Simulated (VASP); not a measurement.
Input of a VASP 6.6.1 run:

Contents of INCAR:

```
  PREC = Accurate
  ENCUT = 500
  EDIFF = 1E-6
  ISMEAR = 0
  SIGMA = 0.01
  LREAL = False
  LASPH = True
  NELM = 120
  ALGO = Normal
  ISIF = 2
  LWAVE = False
  LCHARG = True
  LELF = True
  LVHAR = True
  NBANDS = 19
  GGA_COMPAT = False
```

KPOINTS

```
Automatic mesh
0
Gamma
  5 5 5
```

POSCAR

```
SrCl2
1.0
    0.0000000000      3.4649375496      3.4649375496
    3.4649375496      0.0000000000      3.4649375496
    3.4649375496      3.4649375496      0.0000000000
Sr Cl
1 2
Direct
    0.0000000000      0.0000000000      0.0000000000
    0.2500000000      0.2500000000      0.2500000000
    0.7500000000      0.7500000000      0.7500000000
```

Potentials or basis: VASP PAW LDA potentials, release 64 (Sr_sv, Cl).

The run is started by

```sh
$ cat potpaw_LDA.64/Sr_sv/POTCAR potpaw_LDA.64/Cl/POTCAR > POTCAR
$ mpirun -np 1 vasp_std > vasp.out
```

**Question.** Predict the band gap on the k mesh.

**Answer.** 5.04 eV, indirect (least direct gap 5.32 eV).

**Question.** Predict the pressure.

**Answer.** -2.1 GPa.

A k mesh can miss the band edges. Expect the measured gap to be larger: semilocal functionals such as LDA lack the derivative discontinuity.
